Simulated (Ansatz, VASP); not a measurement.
AlN in VASP and in Ansatz

```xyz
2
Lattice="0.0000 2.2205 2.1849 2.1849 0.0000 2.1849 2.1849 2.2205 0.0000" Properties=species:S:1:pos:R:3 pbc="T T T"
Al    0.0000    0.0000    0.0000
N     3.2773    3.3307    3.2773
```

Change from the starting cell: uniaxial_y strain +1.6%.

Alike in both runs: task single point; functional PBE; k mesh 10 × 10 × 10; occupations fermi-dirac, width 0.02 eV; no spin polarisation.

|  | VASP | Ansatz |
| --- | --- | --- |
| version | VASP 6.6.1 | Ansatz 0.2.0 |
| potentials or method | VASP PAW PBE potentials, release 64 (Al, N) | plane waves, PAW |
| plane-wave cutoff (eV) | 520 | 420 |
| valence electrons in the cell | 8 | 8 |

Ansatz gave:

```
gap on the k mesh at the Fermi level (eV)                     : 3.27
pressure (GPa)                                                : 1.3
traceless stress, the component that is largest in VASP (GPa) : -1.50
```

**Question.** Which values does VASP return?

**Answer.** gap on the k mesh at the Fermi level (eV): 3.26; pressure (GPa): 1.0; traceless stress, the component that is largest in VASP (GPa): -1.51.
